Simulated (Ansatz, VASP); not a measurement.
## Two plane-wave programs on Si

```
Si
1.0
    -3.80198    0.00000    0.00000
     0.00000    0.00000   -6.28912
     0.00000   -6.58521    0.00000
Si
8
Direct
  0.50000 0.93697 0.17426
  0.00000 0.93697 0.67426
  0.00000 0.43697 0.32574
  0.50000 0.43697 0.82574
  0.50000 0.56303 0.15907
  0.00000 0.56303 0.65907
  0.00000 0.06303 0.34093
  0.50000 0.06303 0.84093
```

Change from the starting cell: mode 4 (95.0 1/cm) frozen in, largest displacement +0.050 Å.

Alike in both runs: task single point; functional LDA; k mesh 10 × 6 × 6; occupations gaussian, width 0.03 eV; no spin polarisation.

|  | VASP | Ansatz |
| --- | --- | --- |
| version | VASP 6.6.1 | Ansatz 0.2.0 |
| potentials or method | VASP PAW LDA potentials, release 64 (Si), cutoff 520 eV | scalar-relativistic, plane waves, PAW |
| valence electrons in the cell | 32 | 32 |

```csv
,VASP,Ansatz,Ansatz less VASP
gap on the k mesh at the Fermi level (eV),0.28,0.28,+0.002
least direct gap on the mesh (eV),0.28,0.28,+0.002
pressure (GPa),0.0,0.0,-0.05
"traceless stress, the component that is largest in VASP (GPa)",-0.09,-0.08,+0.007
rms of the force components (eV/Å),0.029,0.029,-0.0001
```

LDA's correlation is that of Perdew and Zunger in VASP and of Perdew and Wang (1992) in Ansatz. Atom by atom the forces differ by 0.000 eV/Å (rms over components).
